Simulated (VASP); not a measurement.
RbBr, 2 atoms in the cell. Symmetry: I4/mmm, No. 139, tetragonal system. The conventional cell has a = 5.013 Å, b = 5.013 Å, c = 6.922 Å, α = 90.00°, β = 90.00°, γ = 90.00°. Rb (site symmetry 4/mmm) has 6 Br at 3.46 to 3.54 Å within 4.5 Å. Br (site symmetry 4/mmm) has 6 Rb at 3.46 to 3.54 Å within 4.5 Å.  This cell differs from its parent crystal: biaxial xy strain +2.4%.

| Item | Value |
| --- | --- |
| Program | VASP 6.6.1 |
| Task | single point |
| Functional | PBE |
| Potentials or basis | VASP PAW PBE potentials, release 64 (Rb_sv, Br) |
| Cutoff | 520 eV |
| k mesh | 6 × 6 × 6 |
| Occupations | fermi-dirac, width 0.02 eV |
| Spin | no spin polarisation |
| Dipole correction | no |
| Further INCAR settings | ALGO = Normal; EDIFF = 1e-07; NBANDS = 15 |

Potentials or basis: VASP PAW PBE potentials, release 64 (Rb_sv, Br).

Run with:

```console
$ cat potpaw_PBE.64/Rb_sv/POTCAR potpaw_PBE.64/Br/POTCAR > POTCAR
$ mpirun -np 1 vasp_std > vasp.out
```

Hardware: 1 thread of Intel Xeon 6975P-C, with other jobs on the host.

Question: Estimate the wall time of this run.

Answer: Run time: 48 s on 1 thread of Intel Xeon 6975P-C, with other jobs on the host, peak memory 0.25 GiB. Counts: scf iterations 14, k points 30.
